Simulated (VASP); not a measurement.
# BN (R3m) in VASP: notebook

Runs on BN. Level: LDA. Tasks: single point.

Program: VASP 6.6.1. These are calculated values, not measurements. Logs are shortened: lines on timing, memory, paths and dates and some standing lists are left out, and cuts for length are marked.

### Step 1. The cell of the first run

Symmetry: R3m, No. 160, trigonal system. Conventional cell: a = 2.502 Å, b = 2.502 Å, c = 10.524 Å, α = 90.00°, β = 90.00°, γ = 120.00°. Within 1.9 Å of B (site symmetry 3m) lie 3 N at 1.44 Å. N (site symmetry 3m) has 3 B at 1.44 Å within 1.9 Å.

### Step 2. Single point, LDA (strain +0.000 along x and y, +0.040 along z)

INCAR reads:

```
PREC     = Accurate       # precision mode
ENCUT    = 600            # plane-wave cutoff, eV
EDIFF    = 1E-6           # SCF threshold, eV
ISMEAR   = 0              # smearing method
SIGMA    = 0.05           # smearing width, eV
LREAL    = False          # projectors in reciprocal space
LASPH    = True           # aspherical terms in the spheres
NELM     = 120            # most SCF steps
ALGO     = Normal         # electronic algorithm
ISIF     = 2              # what is computed and relaxed
LWAVE    = False          # write WAVECAR
LCHARG   = False          # write CHGCAR
GGA      = CA             # functional
NBANDS   = 11             # bands
GGA_COMPAT= False
```

KPOINTS reads:

```
regular mesh
0
Gamma
  12 12 12
```

POSCAR reads:

```
BN
1.0
    1.2511217832      0.7223354983      3.5078517794
   -1.2511217832      0.7223354983      3.5078517794
    0.0000000000     -1.4446709967      3.5078517794
B N
1 1
Direct
    0.9996712000      0.9996712000      0.9996712000
    0.3327618000      0.3327618000      0.3327618000
```

Potentials or basis: VASP PAW LDA potentials, release 64 (B, N).

Started as:

```console
$ cat potpaw_LDA.64/B/POTCAR potpaw_LDA.64/N/POTCAR > POTCAR
$ mpirun -np 1 vasp_std > vasp.out
```

OUTCAR:

```text
PREC = Accurate
   ENCUT = 600
   EDIFF = 1E-6
   ISMEAR = 0
   LREAL = False
   LASPH = True
   NELM = 120
   ISIF = 2
   GGA = CA

 ion  position               nearest neighbor table
   1  1.000  1.000  1.000-   2 1.44   2 1.44   2 1.44
   2  0.333  0.333  0.333-   1 1.44   1 1.44   1 1.44

  LATTYP: Found a trigonal (rhomboedric) cell.
 ALAT       =     3.7936919214
 COS(alpha) =     0.7824770685

  Lattice vectors:

 A1 = (   1.2511217832,   0.7223354983,   3.5078517794)
 A2 = (  -1.2511217832,   0.7223354983,   3.5078517794)
 A3 = (   0.0000000000,  -1.4446709967,   3.5078517794)

Analysis of symmetry for initial positions (statically):
=====================================================================
 Subroutine PRICEL returns:
 Original cell was already a primitive cell.

 Routine SETGRP: Setting up the symmetry group for a
 trigonal (rhombohedral) supercell.

 Subroutine GETGRP returns: Found  6 space group operations
 (whereof  6 operations were pure point group operations)
 out of a pool of 12 trial point group operations.

The static configuration has the point symmetry C_3v.

Analysis of symmetry for dynamics (positions and initial velocities):
=====================================================================
 Subroutine PRICEL returns:
 Original cell was already a primitive cell.

 Routine SETGRP: Setting up the symmetry group for a
 trigonal (rhombohedral) supercell.

 Subroutine GETGRP returns: Found  6 space group operations
 (whereof  6 operations were pure point group operations)
 out of a pool of 12 trial point group operations.

The dynamic configuration has the point symmetry C_3v.

 Subroutine INISYM returns: Found  6 space group operations
 (whereof  6 operations are pure point group operations),
 and found     1 'primitive' translations

----------------------------------------------------------------------------------------

                                     Primitive cell

  volume of cell :      19.0209

  direct lattice vectors                    reciprocal lattice vectors
     1.251121783  0.722335498  3.507851779     0.399641351  0.230733042  0.095024920
    -1.251121783  0.722335498  3.507851779    -0.399641351  0.230733042  0.095024920
     0.000000000 -1.444670997  3.507851779     0.000000000 -0.461466083  0.095024920

  length of vectors
     3.793691921  3.793691921  3.793691921     0.471148259  0.471148259  0.471148259

  position of ions in fractional coordinates (direct lattice)
     0.999671200  0.999671200  0.999671200
     0.332761800  0.332761800  0.332761800

  ion indices of the primitive-cell ions
   primitive index   ion index
                 1           1
                 2           2

----------------------------------------------------------------------------------------

 KPOINTS: regular mesh

Automatic generation of k-mesh.
 Grid dimensions read from file:
 generate k-points for:   12   12   12

 Generating k-lattice:

  Cartesian coordinates                     Fractional coordinates (reciprocal lattice)
     0.033303446  0.019227753  0.007918743     0.083333333  0.000000000  0.000000000
    -0.033303446  0.019227753  0.007918743     0.000000000  0.083333333  0.000000000
     0.000000000 -0.038455507  0.007918743     0.000000000  0.000000000  0.083333333

  Length of vectors
     0.039262355  0.039262355  0.039262355

  Shift w.r.t. Gamma in fractional coordinates (k-lattice)
     0.000000000  0.000000000  0.000000000

 Subroutine IBZKPT returns following result:
 ===========================================

 Found    189 irreducible k-points:

 Following reciprocal coordinates:
            Coordinates               Weight
  0.000000  0.000000  0.000000      1.000000
  0.083333  0.000000  0.000000      6.000000
  0.166667  0.000000  0.000000      6.000000
  0.250000  0.000000  0.000000      6.000000
  0.333333 -0.000000 -0.000000      6.000000
  0.416667  0.000000  0.000000      6.000000
[... 16 lines left out ...]
  0.500000  0.166667  0.000000     12.000000
 -0.416667  0.166667 -0.000000     12.000000
 [... further k-points ...]
   k-points           NKPTS =    189   k-points in BZ     NKDIM =    189   number of bands    NBANDS=     11
   number of dos      NEDOS =    301   number of ions     NIONS =      2
   total plane-waves  NPLWV =  27000
   dimension x,y,z NGX =    30 NGY =   30 NGZ =   30
   dimension x,y,z NGXF=    60 NGYF=   60 NGZF=   60
   ions per type =               1   1
   NGX,Y,Z   is equivalent  to a cutoff of  13.15, 13.15, 13.15 a.u.
   NGXF,Y,Z  is equivalent  to a cutoff of  26.29, 26.29, 26.29 a.u.
 SYSTEM =  unknown system
   PREC   = accura    normal or accurate (medium, high low for compatibility)
   ISTART =      0    job   : 0-new  1-cont  2-samecut
   ICHARG =      2    charge: 1-file 2-atom 10-const
   ISPIN  =      1    spin polarized calculation?
   LNONCOLLINEAR =      F non collinear calculations
   LSORBIT =      F    spin-orbit coupling
   LASPH  =      T    aspherical Exc in radial PAW
   ENCUT  =  600.0 eV  44.10 Ry    6.64 a.u.   7.58  7.58  7.58*2*pi/ulx,y,z
   NELM   =    120;   NELMIN=  2; NELMDL= -5     # of ELM steps
   EDIFF  = 0.1E-05   stopping-criterion for ELM
   LREAL  =      F    real-space projection
   EDIFFG = 0.1E-04   stopping-criterion for IOM
   NSW    =      0    number of steps for IOM
   IBRION =     -1    ionic relax: 0-MD 1-quasi-New 2-CG
   NFREE  =      0    steps in history (QN), initial steepest desc. (CG)
   ISIF   =      2    stress and relaxation
   ISYM   =      2    0-nonsym 1-usesym 2-fastsym
   POTIM  = 0.5000    time-step for ionic-motion
   TEBEG  =    0.0;   TEEND  =   0.0 temperature during run
   PSTRESS=    0.0 pullay stress
   NELECT =       8.0000    total number of electrons
   NUPDOWN=      -1.0000    fix difference up-down
   EMIN   =  10.00;   EMAX   =-10.00  energy-range for DOS
   EFERMI =   0.00;   METHOD = LEGACY
   ISMEAR =     0;   SIGMA  =   0.05  broadening in eV -4-tet -1-fermi 0-gaus
   EFERMI_NEDOS =   21; number of points for ismear=-14 and -15
   IALGO  =     38    algorithm
   IMIX   =      4    mixing-type and parameters
     AMIX     =   0.40;   BMIX     =  1.00
     AMIX_MAG =   1.60;   BMIX_MAG =  1.00
  volume/ion in A,a.u.               =       9.51        64.18
  Fermi-wavevector in a.u.,A,eV,Ry     =   1.226576  2.317893 20.469813  1.504489
  Thomas-Fermi vector in A             =   2.361572
   LORBIT       =      0    0 simple, 1 ext, 2 COOP (PROOUT), +10 PAW based schemes
   GGA     = CA    functional components
   LHFCALC =     F    Hartree Fock is set to
   AEXX    =    0.0000 exact exchange contribution
   IVDW    =     0    specifies the selected vdW correction
   LEPSILON=     F    determine dielectric tensor
   LRPA    =     F    only Hartree local field effects (RPA)
 non-spin polarized calculation
 Gauss-broadening in eV      SIGMA  =   0.05
  energy-cutoff  :      600.00
  volume of cell :       19.02
 maximum number of plane-waves:       647
   NGX = 15   NGY = 15   NGZ = 15

 number of electron       8.0000000 magnetization

 Free energy of the ion-electron system (eV)
  ---------------------------------------------------
  ext. energy  EPLUGINS =         0.00000000
  ---------------------------------------------------
  free energy    TOTEN  =       -19.28329494 eV

  energy without entropy =      -19.28329494  energy(sigma->0) =      -19.28329494

 E-fermi :   1.9163     XC(G=0): -10.1842

 val. band max:        1.7018443317   @ k =  -0.3333   0.3333   0.0000
 cond. band min:       5.8643987937   @ k =   0.5000   0.5000   0.0000
 fundamental gap:      4.1625544620
 Fermi energy:         1.9163178295

 k-point     1 :       0.0000    0.0000    0.0000
  band No.  band energies     occupation
      1     -15.8403      2.00000
      2      -2.7148      2.00000
      3       0.3854      2.00000
      4       0.3854      2.00000
      5       6.3093      0.00000
      6      13.2420      0.00000
      7      13.2420      0.00000
      8      14.5822      0.00000
      9      16.3108      0.00000
     10      27.2523      0.00000
     11      28.0124      0.00000

 k-point     2 :       0.0833    0.0000    0.0000
  band No.  band energies     occupation
      1     -15.7033      2.00000
      2      -2.5600      2.00000
      3      -0.1711      2.00000
      4       0.1269      2.00000
      5       6.5826      0.00000
      6      13.1690      0.00000
      7      13.8331      0.00000
      8      14.1285      0.00000
      9      16.7364      0.00000
     10      26.7907      0.00000
     11      27.6077      0.00000

 k-point     3 :       0.1667    0.0000    0.0000
  band No.  band energies     occupation
      1     -15.2996      2.00000
      2      -2.1057      2.00000
      3      -1.5673      2.00000
      4      -0.5020      2.00000
      5       7.3161      0.00000
      6      12.8718      0.00000
      7      13.0540      0.00000
      8      15.4377      0.00000
      9      17.7514      0.00000
     10      24.2884      0.00000
     11      27.1607      0.00000

 k-point     4 :       0.2500    0.0000    0.0000
  band No.  band energies     occupation
      1     -14.6563      2.00000
      2      -3.3531      2.00000
      3      -1.3605      2.00000
      4      -1.2304      2.00000
      5       8.3618      0.00000
      6      11.2200      0.00000
      7      12.9181      0.00000
      8      17.7046      0.00000
      9      18.7869      0.00000
     10      22.1473      0.00000
     11      25.5538      0.00000
[... 239 lines left out ...]
 k-point    22 :       0.4167    0.1667    0.0000
  band No.  band energies     occupation
      1     -13.4819      2.00000
      2      -5.1376      2.00000
      3      -3.0451      2.00000
      4      -0.2684      2.00000
      5       8.4808      0.00000
      6      11.6747      0.00000
      7      14.5270      0.00000
      8      16.9879      0.00000
      9      18.5203      0.00000
     10      21.6749      0.00000
     11      24.2347      0.00000

 k-point    23 :       0.5000    0.1667    0.0000
  band No.  band energies     occupation
      1     -12.7278      2.00000
      2      -6.3568      2.00000
      3      -3.5539      2.00000
      4       0.7219      2.00000
      5       7.3002      0.00000
      6      12.8223      0.00000
      7      14.6490      0.00000
      8      16.4787      0.00000
      9      18.4482      0.00000
     10      21.5951      0.00000
     11      24.3579      0.00000

 k-point    24 :      -0.4167    0.1667   -0.0000
  band No.  band energies     occupation
      1     -12.3875      2.00000
      2      -6.8735      2.00000
      3      -3.7228      2.00000
      4       1.3302      2.00000
      5       6.6867      0.00000
      6      13.0013      0.00000
      7      14.7995      0.00000
      8      15.6608      0.00000
      9      18.7495      0.00000
     10      22.2821      0.00000
     11      24.1367      0.00000

 [... further k-points ...]

------------------------ aborting loop because EDIFF is reached ----------------------------------------

  FORCE on cell =-STRESS in cart. coord.  units (eV):
  Direction    XX          YY          ZZ          XY          YZ          ZX
  --------------------------------------------------------------------------------------
  -------------------------------------------------------------------------------------
  Total       -0.6166043     -0.6166043     -0.1870869      0.0000000      0.0000000     -0.0000000
  in kB      -51.9381024    -51.9381024    -15.7587906      0.0000000      0.0000000     -0.0000000
  external PRESSURE =     -39.8783318 kB  Pullay stress =       0.0000000 kB

 VOLUME and BASIS-vectors are now :
 -----------------------------------------------------------------------------
  energy-cutoff  :      600.00
  volume of cell :       19.02
      direct lattice vectors                 reciprocal lattice vectors
     1.251121783  0.722335498  3.507851779     0.399641351  0.230733042  0.095024920
    -1.251121783  0.722335498  3.507851779    -0.399641351  0.230733042  0.095024920
     0.000000000 -1.444670997  3.507851779     0.000000000 -0.461466083  0.095024920

 POSITION                                       TOTAL-FORCE (eV/Angst)
 -----------------------------------------------------------------------------------
      0.00000     -0.00000     10.52010         0.000000      0.000000     -0.015058
      0.00000     -0.00000      3.50184         0.000000     -0.000000      0.015058
 -----------------------------------------------------------------------------------
    total drift:                                0.000000     -0.000000      0.000020

  FREE ENERGIE OF THE ION-ELECTRON SYSTEM (eV)
  ---------------------------------------------------
  free  energy   TOTEN  =       -19.2832949433 eV

  energy  without entropy=      -19.2832949433  energy(sigma->0) =      -19.28329494
```

Wall time 2.6 min (1 thread of Intel Xeon 8259CL, shared host); peak memory 0.18 GiB.

What came out:

| Quantity | Value |
| --- | --- |
| Free energy | -19.2833 eV |
| Pressure | -4.0 GPa |
| Largest force | 0.015 eV/Å |
| Band gap on the k mesh | 4.16 eV, indirect (least direct gap 4.55 eV) |

Forces in eV/Å, atoms in the order of the input:
```
B    0.000  0.000 -0.015
N    0.000  0.000  0.015
```

Stress tensor (GPa, compression positive):
```
-5.19  0.00  0.00
 0.00 -5.19  0.00
 0.00  0.00 -1.58
```

Caveat: the cell differs from its parent crystal (strain +0.000 along x and y, +0.040 along z). A k mesh can miss the band edges.

### Step 3. Single point, LDA (strain +0.040 along x and y, -0.040 along z)

INCAR reads:

```
SYSTEM = BN
ALGO     = Normal         ! electronic algorithm
EDIFF    = 1E-6           ! SCF threshold, eV
ENCUT    = 600            ! plane-wave cutoff, eV
GGA      = CA             ! functional
GGA_COMPAT= .False.      
ISIF     = 2              ! what is computed and relaxed
ISMEAR   = 0              ! smearing method
LASPH    = .True.         ! aspherical terms in the spheres
LCHARG   = .False.        ! write CHGCAR
LREAL    = .False.        ! projectors in reciprocal space
LWAVE    = .False.        ! write WAVECAR
NBANDS   = 11             ! bands
NELM     = 120            ! most SCF steps
PREC     = Accurate       ! precision mode
SIGMA    = 0.05           ! smearing width, eV
```

KPOINTS reads:

```
k-points
0
Gamma
  12 12 12
  0 0 0
```

POSCAR reads:

```
BN
1.0
    1.3011666545      0.7512289182      3.2380170272
   -1.3011666545      0.7512289182      3.2380170272
    0.0000000000     -1.5024578365      3.2380170272
B N
1 1
Direct
    0.9996712000      0.9996712000      0.9996712000
    0.3327618000      0.3327618000      0.3327618000
```

Potentials or basis: VASP PAW LDA potentials, release 64 (B, N).

Started as:

```console
$ cat potpaw_LDA.64/B/POTCAR potpaw_LDA.64/N/POTCAR > POTCAR
$ mpirun -np 1 vasp_std > vasp.out
```

It took 2.1 min on 1 thread of Intel Xeon 8259CL, shared host; peak memory 0.17 GiB.

Results (log left out):

| Quantity | Value |
| --- | --- |
| Free energy | -19.0715 eV |
| Pressure | -27.9 GPa |
| Largest force | 0.030 eV/Å |
| Band gap on the k mesh | 3.75 eV, indirect (least direct gap 4.29 eV) |

Forces on the atoms (eV/Å):
```
B    0.000  0.000  0.030
N    0.000  0.000 -0.030
```

Stress tensor (GPa, compression positive):
```
-41.58   0.00   0.00
  0.00 -41.58   0.00
  0.00   0.00  -0.43
```

Levels at points of the mesh, in eV from the valence-band top:
```
           k point  band 1  band 2  band 3  band 4  band 5  band 6  band 7  band 8  band 9
(0.00, 0.00, 0.00)  -16.98   -3.37   -1.44   -1.44    5.02   10.60   10.60   11.68   13.14
(0.50, 0.00, 0.00)  -14.06   -8.51   -3.91   -0.45    4.91    8.82   12.30   14.63   19.11
(0.50, 0.50, 0.00)  -13.95   -8.32   -4.01   -1.21    3.75    8.61   13.54   17.00   19.28
(0.50, 0.50, 0.50)  -16.59   -5.91   -1.47   -1.47    9.72   10.49   10.49   10.57   15.99
```

Caveat: the cell differs from its parent crystal (strain +0.040 along x and y, -0.040 along z). A k mesh can miss the band edges.
